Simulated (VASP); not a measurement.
# Mg2BeS3 (P-3m1) in VASP: a series of runs

The runs below take Mg2BeS3 through single point, relaxation of cell and atoms, with PBEsol.

Everything below comes from runs of VASP 6.6.1. Logs are shortened: lines on timing, memory, paths and dates and some standing lists are left out, and cuts for length are marked.

### Step 1. The cell of the first run

The structure is trigonal, space group P-3m1 (No. 164). Conventional cell: a = 3.516 Å, b = 3.516 Å, c = 8.720 Å, α = 90.00°, β = 90.00°, γ = 120.00°. Within 3.7 Å of Mg (site symmetry 3m) lie 6 S at 2.54 to 2.57 Å and 3 Be at 3.48 Å and 9 Mg at 3.52 to 3.67 Å. Within 3.1 Å of Be (site symmetry -3m) lie 6 S at 2.38 Å. S (site symmetry 3m) has 3 Be at 2.38 Å and 3 Mg at 2.57 Å and 3 S at 3.22 Å within 3.3 Å. S (site symmetry -3m) has 6 Mg at 2.54 Å and 12 S at 3.52 to 3.71 Å within 3.8 Å.

### Step 2. Single point, PBEsol

The input, INCAR:

```
  PREC = Accurate
  ENCUT = 520
  EDIFF = 1E-6
  ISMEAR = -1
  SIGMA = 0.03
  LREAL = F
  LASPH = T
  NELM = 80
  ALGO = Normal
  ISIF = 2
  LWAVE = F
  LCHARG = F
  GGA = PS
  NBANDS = 21
```

The input, KPOINTS:

```
regular mesh
0
Gamma
  6 6 2
```

The input, POSCAR:

```
Mg2BeS3
1.0
    3.5161510148     -0.0000000026      0.0000000000
   -1.7580755051      3.0450761037      0.0000000000
    0.0000000000      0.0000000000      8.7203393657
Mg Be S
2 1 3
Direct
    0.3333333333      0.6666666667      0.6751675697
    0.6666666667      0.3333333333      0.3248324303
    0.0000000000      0.0000000000      0.0000000000
    0.3333333333      0.6666666667      0.1433760264
    0.6666666667      0.3333333333      0.8566239736
    0.0000000000      0.0000000000      0.5000000000
```

Potentials or basis: VASP PAW PBE potentials, release 64 (Mg, Be, S).

On the command line:

```sh
$ cat potpaw_PBE.64/Mg/POTCAR potpaw_PBE.64/Be/POTCAR potpaw_PBE.64/S/POTCAR > POTCAR
$ mpirun -np 1 vasp_std > vasp.out
```

OUTCAR:

```text
PREC = Accurate
   ENCUT = 520
   EDIFF = 1E-6
   ISMEAR = -1
   LREAL = F
   LASPH = T
   NELM = 80
   ISIF = 2
   GGA = PS

 ion  position               nearest neighbor table
   1  0.333  0.667  0.675-   6 2.54   6 2.54   6 2.54   5 2.57   5 2.57   5 2.57
   2  0.667  0.333  0.325-   6 2.54   6 2.54   6 2.54   4 2.57   4 2.57   4 2.57
   3  0.000  0.000  0.000-   4 2.38   5 2.38   5 2.38   4 2.38   5 2.38   4 2.38
   4  0.333  0.667  0.143-   3 2.38   3 2.38   3 2.38   2 2.57   2 2.57   2 2.57
   5  0.667  0.333  0.857-   3 2.38   3 2.38   3 2.38   1 2.57   1 2.57   1 2.57
   6  0.000  0.000  0.500-   1 2.54   2 2.54   2 2.54   1 2.54   2 2.54   1 2.54

  LATTYP: Found a hexagonal cell.
 ALAT       =     3.5161510148
 C/A-ratio  =     2.4800810116

  Lattice vectors:

 A1 = (   3.5161510148,  -0.0000000026,   0.0000000000)
 A2 = (  -1.7580755051,   3.0450761037,   0.0000000000)
 A3 = (   0.0000000000,   0.0000000000,   8.7203393657)

Analysis of symmetry for initial positions (statically):
=====================================================================
 Subroutine PRICEL returns:
 Original cell was already a primitive cell.

 Routine SETGRP: Setting up the symmetry group for a
 hexagonal supercell.

 Subroutine GETGRP returns: Found 12 space group operations
 (whereof 12 operations were pure point group operations)
 out of a pool of 24 trial point group operations.

The static configuration has the point symmetry D_3d.

Analysis of symmetry for dynamics (positions and initial velocities):
=====================================================================
 Subroutine PRICEL returns:
 Original cell was already a primitive cell.

 Routine SETGRP: Setting up the symmetry group for a
 hexagonal supercell.

 Subroutine GETGRP returns: Found 12 space group operations
 (whereof 12 operations were pure point group operations)
 out of a pool of 24 trial point group operations.

The dynamic configuration has the point symmetry D_3d.

 Subroutine INISYM returns: Found 12 space group operations
 (whereof 12 operations are pure point group operations),
 and found     1 'primitive' translations

----------------------------------------------------------------------------------------

                                     Primitive cell

  volume of cell :      93.3682

  direct lattice vectors                    reciprocal lattice vectors
     3.516151015 -0.000000003  0.000000000     0.284401892  0.164199508  0.000000000
    -1.758075505  3.045076104  0.000000000     0.000000000  0.328399017  0.000000000
     0.000000000  0.000000000  8.720339366     0.000000000  0.000000000  0.114674436

  length of vectors
     3.516151015  3.516151015  8.720339366     0.328399017  0.328399017  0.114674436

  position of ions in fractional coordinates (direct lattice)
     0.333333333  0.666666667  0.675167570
     0.666666667  0.333333333  0.324832430
     0.000000000  0.000000000  0.000000000
     0.333333333  0.666666667  0.143376026
     0.666666667  0.333333333  0.856623974
     0.000000000  0.000000000  0.500000000

  ion indices of the primitive-cell ions
   primitive index   ion index
                 1           1
                 2           2
                 3           3
                 4           4
                 5           5
                 6           6

----------------------------------------------------------------------------------------

 KPOINTS: regular mesh

Automatic generation of k-mesh.
 Grid dimensions read from file:
 generate k-points for:    6    6    2

 Generating k-lattice:

  Cartesian coordinates                     Fractional coordinates (reciprocal lattice)
     0.047400315  0.027366585  0.000000000     0.166666667  0.000000000  0.000000000
     0.000000000  0.054733170  0.000000000     0.000000000  0.166666667  0.000000000
     0.000000000  0.000000000  0.057337218     0.000000000  0.000000000  0.500000000

  Length of vectors
     0.054733170  0.054733170  0.057337218

  Shift w.r.t. Gamma in fractional coordinates (k-lattice)
     0.000000000  0.000000000  0.000000000

 Subroutine IBZKPT returns following result:
 ===========================================

 Found     14 irreducible k-points:

 Following reciprocal coordinates:
            Coordinates               Weight
  0.000000  0.000000  0.000000      1.000000
  0.166667 -0.000000  0.000000      6.000000
  0.333333 -0.000000  0.000000      6.000000
  0.500000  0.000000  0.000000      3.000000
  0.166667  0.166667  0.000000      6.000000
  0.333333  0.166667  0.000000     12.000000
  0.333333  0.333333  0.000000      2.000000
  0.000000  0.000000  0.500000      1.000000
  0.166667 -0.000000  0.500000      6.000000
  0.333333 -0.000000  0.500000      6.000000
  0.500000  0.000000  0.500000      3.000000
  0.166667  0.166667  0.500000      6.000000
  0.333333  0.166667  0.500000     12.000000
  0.333333  0.333333  0.500000      2.000000
   k-points           NKPTS =     14   k-points in BZ     NKDIM =     14   number of bands    NBANDS=     21
   number of dos      NEDOS =    301   number of ions     NIONS =      6
   total plane-waves  NPLWV =  54880
   dimension x,y,z NGX =    28 NGY =   28 NGZ =   70
   dimension x,y,z NGXF=    56 NGYF=   56 NGZF=  140
   ions per type =               2   1   3
   NGX,Y,Z   is equivalent  to a cutoff of  13.24, 13.24, 13.34 a.u.
   NGXF,Y,Z  is equivalent  to a cutoff of  26.48, 26.48, 26.69 a.u.
 SYSTEM =  unknown system
   PREC   = accura    normal or accurate (medium, high low for compatibility)
   ISTART =      0    job   : 0-new  1-cont  2-samecut
   ICHARG =      2    charge: 1-file 2-atom 10-const
   ISPIN  =      1    spin polarized calculation?
   LNONCOLLINEAR =      F non collinear calculations
   LSORBIT =      F    spin-orbit coupling
   LASPH  =      T    aspherical Exc in radial PAW
   ENCUT  =  520.0 eV  38.22 Ry    6.18 a.u.   6.54  6.54 16.21*2*pi/ulx,y,z
   NELM   =     80;   NELMIN=  2; NELMDL= -5     # of ELM steps
   EDIFF  = 0.1E-05   stopping-criterion for ELM
   LREAL  =      F    real-space projection
   EDIFFG = 0.1E-04   stopping-criterion for IOM
   NSW    =      0    number of steps for IOM
   IBRION =     -1    ionic relax: 0-MD 1-quasi-New 2-CG
   NFREE  =      0    steps in history (QN), initial steepest desc. (CG)
   ISIF   =      2    stress and relaxation
   ISYM   =      2    0-nonsym 1-usesym 2-fastsym
   POTIM  = 0.5000    time-step for ionic-motion
   TEBEG  =    0.0;   TEEND  =   0.0 temperature during run
   PSTRESS=    0.0 pullay stress
   NELECT =      24.0000    total number of electrons
   NUPDOWN=      -1.0000    fix difference up-down
   EMIN   =  10.00;   EMAX   =-10.00  energy-range for DOS
   EFERMI =   0.00;   METHOD = LEGACY
   ISMEAR =    -1;   SIGMA  =   0.03  broadening in eV -4-tet -1-fermi 0-gaus
   EFERMI_NEDOS =   21; number of points for ismear=-14 and -15
   IALGO  =     38    algorithm
   IMIX   =      4    mixing-type and parameters
     AMIX     =   0.40;   BMIX     =  1.00
     AMIX_MAG =   1.60;   BMIX_MAG =  1.00
  volume/ion in A,a.u.               =      15.56       105.01
  Fermi-wavevector in a.u.,A,eV,Ry     =   1.040908  1.967030 14.741761  1.083489
  Thomas-Fermi vector in A             =   2.175505
   LORBIT       =      0    0 simple, 1 ext, 2 COOP (PROOUT), +10 PAW based schemes
   GGA     = PS    functional components
   LHFCALC =     F    Hartree Fock is set to
   AEXX    =    0.0000 exact exchange contribution
   IVDW    =     0    specifies the selected vdW correction
   LEPSILON=     F    determine dielectric tensor
   LRPA    =     F    only Hartree local field effects (RPA)
 non-spin polarized calculation
  energy-cutoff  :      520.00
  volume of cell :       93.37
 maximum number of plane-waves:      2552
 NGX is ok and might be reduce to    28
   NGX = 13   NGY = 13   NGZ = 33

 number of electron      24.0000001 magnetization

 Free energy of the ion-electron system (eV)
  ---------------------------------------------------
  ext. energy  EPLUGINS =         0.00000000
  ---------------------------------------------------
  free energy    TOTEN  =       -27.42169002 eV

  energy without entropy =      -27.42169002  energy(sigma->0) =      -27.42169002

 E-fermi :   5.3187     XC(G=0): -10.1747

 val. band max:        4.6234249189   @ k =   0.0000   0.0000   0.0000
 cond. band min:       6.7705266692   @ k =   0.5000   0.0000   0.0000
 fundamental gap:      2.1471017503
 Fermi energy:         5.3187253552

 k-point     1 :       0.0000    0.0000    0.0000
  band No.  band energies     occupation
      1      -8.8869      2.00000
      2      -7.8854      2.00000
      3      -7.4571      2.00000
      4       0.0958      2.00000
      5       0.2135      2.00000
      6       4.1731      2.00000
[... 13 lines left out ...]
     20      12.3833      0.00000
     21      12.8639      0.00000

 k-point     2 :       0.1667   -0.0000    0.0000
  band No.  band energies     occupation
      1      -8.6003      2.00000
      2      -7.6576      2.00000
      3      -7.2403      2.00000
      4       0.2653      2.00000
      5       0.3939      2.00000
      6       2.3845      2.00000
[... 13 lines left out ...]
     20      12.3500      0.00000
     21      12.7514      0.00000

 k-point     3 :       0.3333   -0.0000    0.0000
  band No.  band energies     occupation
      1      -7.8477      2.00000
      2      -7.1366      2.00000
      3      -6.7825      2.00000
      4      -0.2303      2.00000
      5       0.1239      2.00000
      6       0.7934      2.00000
[... 13 lines left out ...]
     20      12.8956      0.00000
     21      12.9092      0.00000

 k-point     4 :       0.5000    0.0000    0.0000
  band No.  band energies     occupation
      1      -7.1854      2.00000
      2      -6.9518      2.00000
      3      -6.5717      2.00000
      4      -0.8428      2.00000
      5      -0.4681      2.00000
      6      -0.3105      2.00000
[... 13 lines left out ...]
     20      12.6732      0.00000
     21      14.0408      0.00000

 k-point     5 :       0.1667    0.1667    0.0000
  band No.  band energies     occupation
      1      -8.0753      2.00000
      2      -7.2730      2.00000
      3      -6.8985      2.00000
      4       0.3072      2.00000
      5       0.3160      2.00000
      6       1.4399      2.00000
[... 13 lines left out ...]
     20      12.1282      0.00000
     21      12.1350      0.00000

 k-point     6 :       0.3333    0.1667    0.0000
  band No.  band energies     occupation
      1      -7.2792      2.00000
      2      -6.8588      2.00000
      3      -6.6002      2.00000
      4      -0.4924      2.00000
      5      -0.1119      2.00000
      6       0.1799      2.00000
[... 13 lines left out ...]
     20      12.7972      0.00000
     21      13.5245      0.00000

 k-point     7 :       0.3333    0.3333    0.0000
  band No.  band energies     occupation
      1      -6.7345      2.00000
      2      -6.7345      2.00000
      3      -6.7169      2.00000
      4      -0.2318      2.00000
      5       0.3224      2.00000
      6       0.3224      2.00000
[... 13 lines left out ...]
     20      13.2618      0.00000
     21      13.2618      0.00000
[... 51 lines left out ...]
      1      -7.7511      2.00000
      2      -7.3892      2.00000
      3      -6.6132      2.00000
      4      -0.1518      2.00000
      5       0.1288      2.00000
      6       0.8214      2.00000
[... 13 lines left out ...]
     20      13.4572      0.00000
     21      13.5469      0.00000

 k-point    11 :       0.5000    0.0000    0.5000
  band No.  band energies     occupation
      1      -7.2130      2.00000
      2      -6.8566      2.00000
      3      -6.6469      2.00000
      4      -1.0860      2.00000
      5      -0.1938      2.00000
      6       0.0706      2.00000
[... 13 lines left out ...]
     20      14.0279      0.00000
     21      14.4007      0.00000

 k-point    12 :       0.1667    0.1667    0.5000
  band No.  band energies     occupation
      1      -7.9632      2.00000
      2      -7.5794      2.00000
      3      -6.6803      2.00000
      4      -0.0571      2.00000
      5       0.8512      2.00000
      6       0.9270      2.00000
[... 13 lines left out ...]
     20      12.3695      0.00000
     21      12.9871      0.00000

 k-point    13 :       0.3333    0.1667    0.5000
  band No.  band energies     occupation
      1      -7.2303      2.00000
      2      -6.9635      2.00000
      3      -6.5456      2.00000
      4      -0.6199      2.00000
      5       0.1015      2.00000
      6       0.3284      2.00000
[... 13 lines left out ...]
     20      12.3401      0.00000
     21      12.7264      0.00000

 k-point    14 :       0.3333    0.3333    0.5000
  band No.  band energies     occupation
      1      -6.7341      2.00000
      2      -6.7341      2.00000
      3      -6.7167      2.00000
      4      -0.3866      2.00000
      5       0.0139      2.00000
      6       0.0139      2.00000
[... 13 lines left out ...]
     20      13.1303      0.00000
     21      13.5964      0.00000

------------------------ aborting loop because EDIFF is reached ----------------------------------------

  FORCE on cell =-STRESS in cart. coord.  units (eV):
  Direction    XX          YY          ZZ          XY          YZ          ZX
  --------------------------------------------------------------------------------------
  -------------------------------------------------------------------------------------
  Total       -0.0581531     -0.0581531     -0.0671237     -0.0000000      0.0000000      0.0000000
  in kB       -0.9978932     -0.9978932     -1.1518273     -0.0000000      0.0000000      0.0000000
  external PRESSURE =      -1.0492046 kB  Pullay stress =       0.0000000 kB

 VOLUME and BASIS-vectors are now :
 -----------------------------------------------------------------------------
  energy-cutoff  :      520.00
  volume of cell :       93.37
      direct lattice vectors                 reciprocal lattice vectors
     3.516151015 -0.000000003  0.000000000     0.284401892  0.164199508  0.000000000
    -1.758075505  3.045076104  0.000000000     0.000000000  0.328399017  0.000000000
     0.000000000  0.000000000  8.720339366     0.000000000  0.000000000  0.114674436

 POSITION                                       TOTAL-FORCE (eV/Angst)
 -----------------------------------------------------------------------------------
      0.00000      2.03005      5.88769        -0.000000     -0.000000     -0.002482
      1.75808      1.01503      2.83265        -0.000000      0.000000      0.002482
      0.00000      0.00000      0.00000         0.000000      0.000000      0.000000
      0.00000      2.03005      1.25029         0.000000     -0.000000      0.013565
      1.75808      1.01503      7.47005         0.000000      0.000000     -0.013565
      0.00000      0.00000      4.36017         0.000000      0.000000      0.000000
 -----------------------------------------------------------------------------------
    total drift:                                0.000000     -0.000000     -0.000000

  FREE ENERGIE OF THE ION-ELECTRON SYSTEM (eV)
  ---------------------------------------------------
  free  energy   TOTEN  =       -27.4216900165 eV

  energy  without entropy=      -27.4216900165  energy(sigma->0) =      -27.42169002
```

Wall time 18 s (1 thread of Intel Xeon Platinum 8488C (Sapphire Rapids), shared host); peak memory 0.22 GiB.

Results:

| Item | Value |
| --- | --- |
| Free energy | -27.4217 eV |
| Pressure | -0.1 GPa |
| Largest force | 0.014 eV/Å |
| Band gap on the k mesh | 2.15 eV (least direct gap 2.81 eV) |

Forces on the atoms (eV/Å):
```
Mg   0.000  0.000 -0.002
Mg   0.000  0.000  0.002
Be   0.000  0.000  0.000
S    0.000  0.000  0.014
S    0.000  0.000 -0.014
S    0.000  0.000  0.000
```

Caveat: the PAW data sets were made with another functional, which shifts forces and pressure a little.

### Step 3. Relaxation of cell and atoms, PBEsol

This run uses another cell than the first one, of 21.24 Å³/atom.

The input, INCAR:

```
SYSTEM = Mg2BeS3
PREC     = Accurate       ! precision mode
ENCUT    = 600            ! plane-wave cutoff, eV
EDIFF    = 1E-6           ! SCF threshold, eV
ISMEAR   = -1             ! smearing method
SIGMA    = 0.03           ! smearing width, eV
LREAL    = .FALSE.        ! projectors in reciprocal space
LASPH    = .TRUE.         ! aspherical terms in the spheres
NELM     = 60             ! most SCF steps
ALGO     = Normal         ! electronic algorithm
ISIF     = 3              ! what is computed and relaxed
LWAVE    = .FALSE.        ! write WAVECAR
LCHARG   = .FALSE.        ! write CHGCAR
GGA      = PS             ! functional
IBRION   = 2              ! ionic algorithm
NSW      = 100            ! ionic steps
EDIFFG   = -0.01          ! ionic threshold
```

The input, KPOINTS:

```
regular mesh
0
G
  6 6 2
  0 0 0
```

The input, POSCAR:

```
Mg2BeS3
1.0
    3.9037628100      0.0000000000      0.0000000000
   -1.9518814000      3.3807577600      0.0000000000
    0.0000000000      0.0000000000      9.6550464600
Mg Be S
2 1 3
Direct
    0.3333333300      0.6666666700      0.6790233900
    0.6666666700      0.3333333300      0.3209766100
    0.0000000000      0.0000000000      0.0000000000
    0.3333333300      0.6666666700      0.1429916000
    0.6666666700      0.3333333300      0.8570084000
    0.0000000000      0.0000000000      0.5000000000
```

Potentials or basis: VASP PAW PBE potentials, release 64 (Mg, Be, S).

On the command line:

```sh
$ cat potpaw_PBE.64/Mg/POTCAR potpaw_PBE.64/Be/POTCAR potpaw_PBE.64/S/POTCAR > POTCAR
$ mpirun -np 1 vasp_std > vasp.out
```

Run time: 2.1 min. Hardware: 1 thread of Intel Xeon Platinum 8488C (Sapphire Rapids), shared host; peak memory 0.3 GiB.

It converged, with:

```yaml
Free_energy: -27.4241 eV
Relaxed_volume: 15.55 Å³/atom
Relaxed_cell: a = 3.515 Å, b = 3.515 Å, c = 8.718 Å, α = 90.00°, β = 90.00°, γ = 120.00°
Space_group_after_relaxing_to_0.1_Å: P-3m1 (No. 164)
Energy_gained_by_relaxing: 341.2 meV/atom
Ionic_steps: 10
Pressure_after_relaxing: 0.0 GPa
Largest_force_after_relaxing: 0.007 eV/Å
Band_gap_on_the_k_mesh: 2.15 eV (least direct gap 2.81 eV)
```

Forces in eV/Å, atoms in the order of the input:
```
Mg   0.000  0.000 -0.007
Mg   0.000  0.000  0.007
Be   0.000  0.000  0.000
S    0.000  0.000 -0.002
S    0.000  0.000  0.002
S    0.000  0.000  0.000
```

The path:
| step | energy change (eV) | largest force (eV/Å) | pressure (GPa) | volume (Å³) |
| --- | --- | --- | --- | --- |
| 1 | 0.0000 | 0.2604 | -14.70 | 127.42 |
| 2 | -2.0342 | 0.2509 | -1.33 | 94.77 |
| 3 | -2.0407 | 0.2475 | -0.05 | 93.36 |
| 4 | -2.0399 | 0.2458 | 0.53 | 92.75 |
| 5 | -2.0456 | 0.0971 | -0.14 | 93.45 |
| 6 | -2.0459 | 0.0536 | -0.35 | 93.66 |
| 7 | -2.0468 | 0.0379 | -0.01 | 93.30 |
| 8 | -2.0468 | 0.0365 | 0.02 | 93.26 |
| 9 | -2.0469 | 0.0134 | 0.02 | 93.27 |
| 10 | -2.0470 | 0.0073 | 0.01 | 93.28 |

Final structure:
```
Mg Be S
1.0
     3.51493    0.00000    0.00000
    -1.75747    3.04402    0.00000
     0.00000    0.00000    8.71810
Mg Be S
2 1 3
Direct
  0.33333 0.66667 0.67517
  0.66667 0.33333 0.32483
  0.00000 0.00000 0.00000
  0.33333 0.66667 0.14353
  0.66667 0.33333 0.85647
  0.00000 0.00000 0.50000
```

Levels at points of the mesh, in eV from the valence-band top:
| k point | band 9 | band 10 | band 11 | band 12 | band 13 | band 14 | band 15 | band 16 |
| --- | --- | --- | --- | --- | --- | --- | --- | --- |
| (0.00, 0.00, 0.00) | -0.43 | -0.05 | -0.05 | 0.00 | 4.00 | 4.13 | 5.08 | 5.28 |
| (0.50, 0.00, 0.00) | -2.10 | -1.48 | -1.23 | -0.66 | 2.15 | 4.07 | 4.45 | 4.82 |
| (0.00, 0.00, 0.50) | -0.28 | -0.28 | -0.13 | -0.13 | 4.05 | 5.08 | 5.20 | 5.24 |
| (0.50, 0.00, 0.50) | -2.30 | -1.44 | -0.56 | -0.46 | 2.81 | 3.44 | 4.29 | 5.24 |

Caveat: the volume moved by over 15 % at a fixed basis, so the end points are rough; the PAW data sets were made with another functional, which shifts forces and pressure a little. A k mesh can miss the band edges.
